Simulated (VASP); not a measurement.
Zn2C:

```
C Zn
1.0
     0.00000    2.44106    2.64270
     2.44106    0.00000    2.64270
     2.44106    2.44106    0.00000
C Zn
1 2
Direct
  0.00000 0.00000 0.00000
  0.25000 0.25000 0.25000
  0.75000 0.75000 0.75000
```

This cell differs from its parent crystal: epitaxial xy strain -5.3%.

Base run:

```yaml
Program: VASP 6.6.1
Functional: r2SCAN
Potentials_or_basis: VASP PAW PBE potentials, release 64 (C, Zn)
Cutoff: 520 eV
k_mesh: 8 × 8 × 8
Occupations: fermi-dirac, width 0.02 eV
Spin: no spin polarisation
```

Its results: band gap on the k mesh 0.33 eV; pressure 16.5 GPa.

The run is repeated on the same cell with these changes: functional from r2SCAN to PBE; further incar settings from ALGO = Normal; EDIFF = 1e-07; NBANDS = 21 to ALGO = Normal; EDIFF = 1e-06; NBANDS = 21. What comes out?

Band gap on the k mesh 0.10 eV; pressure 21.2 GPa.

Caveats: the cell stands under pressure; the PAW data sets were made with another functional, which shifts forces and pressure a little (at least some runs).

A k mesh can miss the band edges.
